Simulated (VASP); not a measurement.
A run of VASP 6.6.1 is set up as follows.

Contents of INCAR:

```
PREC = Accurate ; ENCUT = 520
EDIFF = 1E-7 ; ISMEAR = -1
SIGMA = 0.03 ; LREAL = False
LASPH = True ; NELM = 100
ALGO = Normal ; ISIF = 2
LWAVE = False ; LCHARG = False
GGA = PE ; NBANDS = 17
```

KPOINTS

```
Automatic mesh
0
Gamma
  11 11 11
```

POSCAR

```
PbS
1.0
    0.0000000000      3.2659215413      3.2659215413
    3.2659215413      0.0000000000      3.2659215413
    3.2659215413      3.2659215413      0.0000000000
Pb S
1 1
Direct
    0.0000000000      0.0000000000      0.0000000000
    0.2500000000      0.2500000000      0.2500000000
```

Potentials or basis: VASP PAW PBE potentials, release 64 (Pb_d, S).

Run with:

```sh
$ cat potpaw_PBE.64/Pb_d/POTCAR potpaw_PBE.64/S/POTCAR > POTCAR
$ mpirun -np 1 vasp_std > vasp.out
```

Problem. What does it give for the pressure?

Solution. 2.0 GPa.

Problem. Predict the band gap on the k mesh.

Solution. 0.79 eV, indirect (least direct gap 1.24 eV).

Caveat: spin-orbit coupling is left out, which moves the levels of the heavy elements. A k mesh can miss the band edges.
